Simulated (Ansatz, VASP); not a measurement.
## Ru in VASP and in Ansatz

```
Ru
1.0
     2.72108    0.00000    0.00000
    -1.36054    2.35652    0.00000
     0.00000    0.00000    4.29489
Ru
2
Direct
  0.33333 0.66667 0.25000
  0.66667 0.33333 0.75000
```

Alike in both runs: task relaxation of cell and atoms; functional PBE; k mesh 17 × 17 × 10; occupations fermi-dirac, width 0.05 eV; no spin polarisation.

|  | VASP | Ansatz |
| --- | --- | --- |
| version | VASP 6.6.1 | Ansatz 0.2.0 |
| potentials or method | VASP PAW PBE potentials, release 64 (Ru_pv), cutoff 600 eV | all-electron LAPW, non-relativistic |

VASP gave:

* relaxed volume (Å³/atom): 13.76
* relaxed cell length with the largest relative difference (Å): 2.721

Task: Which values does Ansatz return?

Result: Relaxed volume (Å³/atom): 14.17; relaxed cell length with the largest relative difference (Å): 2.748.

Ansatz ran all-electron here, and VASP with PAW potentials.
